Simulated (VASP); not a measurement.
Here is a VASP 6.6.1 calculation.

INCAR

```
SYSTEM = Si
PREC = Accurate
ENCUT = 520
EDIFF = 1E-6
ISMEAR = 0
SIGMA = 0.02
LREAL = Auto
LASPH = .TRUE.
NELM = 100
ALGO = Normal
ISIF = 2
LWAVE = .FALSE.
LCHARG = .FALSE.
GGA = PE
NELECT = 214.0
NBANDS = 138
```

The input KPOINTS:

```
Automatic mesh
0
G
  2 2 2
  0 0 0
```

POSCAR

```
Si
1.0
    8.2051406440      0.0000000000      8.2051406440
    8.2051406440      8.2051406440      0.0000000000
    0.0000000000      8.2051406440      8.2051406440
Si
53
Direct
    0.1771935501      0.1771935501      0.1771935501
    0.2475810700      0.5796594728      0.2475810700
    0.2475810700      0.9251783521      0.2475810700
    0.5796594728      0.2475810700      0.2475810700
    0.5835468529      0.5835468529      0.2493595282
    0.5796594728      0.9251783521      0.2475810700
    0.9251783521      0.2475810700      0.2475810700
    0.9251783521      0.5796594728      0.2475810700
    0.9170143848      0.9170143848      0.2489568538
    0.2475810700      0.2475810700      0.5796594728
    0.2493595282      0.5835468529      0.5835468529
    0.2475810700      0.9251783521      0.5796594728
    0.5835468529      0.2493595282      0.5835468529
    0.5835468529      0.5835468529      0.5835468529
    0.5824334655      0.9175665387      0.5824334655
    0.9251783521      0.2475810700      0.5796594728
    0.9175665387      0.5824334655      0.5824334655
    0.9175665387      0.9175665387      0.5824334655
    0.2475810700      0.2475810700      0.9251783521
    0.2475810700      0.5796594728      0.9251783521
    0.2489568538      0.9170143848      0.9170143848
    0.5796594728      0.2475810700      0.9251783521
    0.5824334655      0.5824334655      0.9175665387
    0.5824334655      0.9175665387      0.9175665387
    0.9170143848      0.2489568538      0.9170143848
    0.9175665387      0.5824334655      0.9175665387
    0.9170143848      0.9170143848      0.9170143848
    0.1771935501      0.4684192711      0.1771935501
    0.1677926144      0.8322074290      0.1677926144
    0.4684192711      0.1771935501      0.1771935501
    0.4984530037      0.4984530037      0.1685058258
    0.4984530647      0.8345881926      0.1685057649
    0.8322074290      0.1677926144      0.1677926144
    0.8345881926      0.4984530647      0.1685057649
    0.8322073681      0.8322073681      0.1677926753
    0.1771935501      0.1771935501      0.4684192711
    0.1685058258      0.4984530037      0.4984530037
    0.1685057649      0.8345881926      0.4984530647
    0.4984530037      0.1685058258      0.4984530037
    0.5000000217      0.5000000217      0.5000000217
    0.4984530037      0.8345882535      0.4984530037
    0.8345881926      0.1685057649      0.4984530647
    0.8345882535      0.4984530037      0.4984530037
    0.8333824850      0.8333824850      0.4998524313
    0.1677926144      0.1677926144      0.8322074290
    0.1685057649      0.4984530647      0.8345881926
    0.1677926753      0.8322073681      0.8322073681
    0.4984530647      0.1685057649      0.8345881926
    0.4984530037      0.4984530037      0.8345882535
    0.4998524313      0.8333824850      0.8333824850
    0.8322073681      0.1677926753      0.8322073681
    0.8333824850      0.4998524313      0.8333824850
    0.8333824850      0.8333824850      0.8333824850
```

Potentials or basis: VASP PAW PBE potentials, release 64 (Si).

Run with:

```console
$ cat potpaw_PBE.64/Si/POTCAR > POTCAR
$ mpirun -np 1 vasp_std > vasp.out
```

Task: Predict the largest force.

Result: 0.015 eV/Å.

Forces on the atoms (eV/Å):
```
Si  -0.001 -0.001 -0.001
Si   0.001  0.001 -0.007
Si  -0.001 -0.001 -0.007
Si   0.001 -0.007  0.001
Si   0.006 -0.006 -0.006
Si   0.007 -0.001  0.001
Si  -0.001 -0.007 -0.001
Si   0.007  0.001 -0.001
Si   0.008 -0.008 -0.008
Si  -0.007  0.001  0.001
Si  -0.006  0.006 -0.006
Si  -0.001  0.007  0.001
Si  -0.006 -0.006  0.006
Si   0.006  0.006  0.006
Si   0.000  0.000  0.007
Si  -0.001  0.001  0.007
Si   0.000  0.007  0.000
Si  -0.007  0.000  0.000
Si  -0.007 -0.001 -0.001
Si   0.001  0.007 -0.001
Si  -0.008  0.008 -0.008
Si   0.001 -0.001  0.007
Si   0.007  0.000  0.000
Si   0.000 -0.007  0.000
Si  -0.008 -0.008  0.008
Si   0.000  0.000 -0.007
Si   0.008  0.008  0.008
Si   0.001  0.001 -0.001
Si   0.000  0.000  0.015
Si   0.001 -0.001  0.001
Si   0.008  0.000  0.000
Si   0.000 -0.008  0.000
Si   0.000  0.015  0.000
Si   0.000  0.000 -0.008
Si  -0.015  0.000  0.000
Si  -0.001  0.001  0.001
Si   0.000  0.008  0.000
Si  -0.008  0.000  0.000
Si   0.000  0.000  0.008
Si   0.000  0.000  0.000
Si   0.000  0.000  0.008
Si  -0.008  0.000  0.000
Si   0.000  0.008  0.000
Si  -0.002  0.002  0.002
Si   0.015  0.000  0.000
Si   0.000  0.000 -0.008
Si   0.000 -0.015  0.000
Si   0.000 -0.008  0.000
Si   0.008  0.000  0.000
Si   0.002 -0.002  0.002
Si   0.000  0.000 -0.015
Si   0.002  0.002 -0.002
Si  -0.002 -0.002 -0.002
```

Caveat: the cell carries a net charge on a neutralising background, which shifts energy and pressure.
